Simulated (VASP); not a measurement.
Ni: single point with PBEsol

The system is Ni.

```
Ni
1.0
     0.00000    1.70210    1.70210
     1.70210    0.00000    1.70210
     1.70210    1.70210    0.00000
Ni
1
Direct
  0.00000 0.00000 0.00000
```

This cell differs from its parent crystal: volume scaled by 0.94.

```
Program             : VASP 6.6.1
Task                : single point
Functional          : PBEsol
Potentials or basis : VASP PAW PBE potentials, release 64 (Ni)
Cutoff              : 520 eV
k mesh              : 13 × 13 × 13
Occupations         : fermi-dirac, width 0.05 eV
Spin                : collinear spin, ferromagnetic start
Starting moments    : [1.0] μB
```

```json
{
  "Pressure": "13.2 GPa",
  "Net moment": "0.62 μB per cell",
  "Site moments": "Ni +0.62 μB",
  "Valence electrons inside the program's atomic spheres": "Ni 9.51"
}
```

Levels at points of the mesh, in eV from the Fermi level:
Spin up:
| k point | band 1 | band 2 | band 3 | band 4 | band 5 | band 6 | band 7 | band 8 | band 9 | band 10 |
| --- | --- | --- | --- | --- | --- | --- | --- | --- | --- | --- |
| (0.00, 0.00, 0.00) | -9.77 | -2.69 | -2.69 | -2.69 | -1.35 | -1.35 | 24.52 | 29.14 | 29.14 | 29.14 |
Spin down:
| k point | band 2 | band 3 | band 4 | band 5 | band 6 | band 7 | band 8 | band 9 |
| --- | --- | --- | --- | --- | --- | --- | --- | --- |
| (0.00, 0.00, 0.00) | -1.98 | -1.98 | -1.98 | -0.74 | -0.74 | 24.43 | 29.14 | 29.14 |

It took 17 s on 1 thread of Intel(R) Xeon(R) Platinum 8559C (Emerald Rapids), on a shared host, peak memory 0.13 GiB.

Caveat: the PAW data sets were made with another functional, which shifts forces and pressure a little.
